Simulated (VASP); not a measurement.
Wanted: the native input for a VASP 6.6.1 run.

```yaml
Task: single point
Functional: PBEsol
Potentials_or_basis: VASP PAW PBE potentials, release 64 (Sn_d)
Cutoff: 520 eV
k_mesh: 14 × 14 × 14
Occupations: gaussian, width 0.1 eV
Spin: no spin polarisation
Dipole_correction: no
Further_INCAR_settings: ALGO = Fast; EDIFF = 1e-06; NBANDS = 21
```

The structure of Sn lies in POSCAR:

```
Sn
1.0
   -2.9387127953      2.9387127953      1.6026993987
    2.9387127953     -2.9387127953      1.6026993987
    2.9387127953      2.9387127953     -1.6026993987
Sn
2
Direct
    0.7500000000      0.2500000000      0.5000000000
    0.0000000000      0.0000000000      0.0000000000
```

The input as run:

INCAR

```
PREC = Accurate ; ENCUT = 520
EDIFF = 1E-6 ; ISMEAR = 0
SIGMA = 0.1 ; LREAL = F
LASPH = T ; NELM = 80
ALGO = Fast ; ISIF = 2
LWAVE = F ; LCHARG = F
GGA = PS ; NBANDS = 21
```

KPOINTS

```
regular mesh
0
Gamma
  14 14 14
```

Potentials or basis: VASP PAW PBE potentials, release 64 (Sn_d).

Command:

```bash
$ cat potpaw_PBE.64/Sn_d/POTCAR > POTCAR
$ mpirun -np 1 vasp_std > vasp.out
```

It gave:

```
Pressure               : -1.6 GPa
Band gap on the k mesh : zero (bands 14 and 15 overlap by 3.92 eV)
```

Caveat: the PAW data sets were made with another functional, which shifts forces and pressure a little; spin-orbit coupling is left out, which moves the levels of the heavy elements.

It took 4.8 min on 1 thread of Intel(R) Xeon(R) Platinum 8259CL CPU @ 2.50GHz (Skylake/Cascade Lake), on a shared host, peak memory 0.37 GiB.
